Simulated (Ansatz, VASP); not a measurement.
**K2S in VASP and in Ansatz**

```
S K
1.0
     0.00000    3.70276    3.70276
     3.70276    0.00000    3.70276
     3.70276    3.70276    0.00000
S K
1 2
Direct
  0.00000 0.00000 0.00000
  0.25000 0.25000 0.25000
  0.75000 0.75000 0.75000
```

Alike in both runs: task single point; functional PBE; k mesh 4 × 4 × 4; no spin polarisation.

|  | VASP | Ansatz |
| --- | --- | --- |
| version | VASP 6.6.1 | Ansatz 0.2.0 |
| potentials or method | VASP PAW PBE potentials, release 64 (S, K_sv) | plane waves, PAW |
| plane-wave cutoff (eV) | 500 | 420 |
| occupations | gaussian, width 0.01 eV | fixed |
| valence electrons in the cell | 24 | 24 |

```csv
,VASP,Ansatz,Ansatz less VASP
gap on the k mesh at the Fermi level (eV),2.38,2.38,+0.002
pressure (GPa),0.5,0.4,-0.03
```
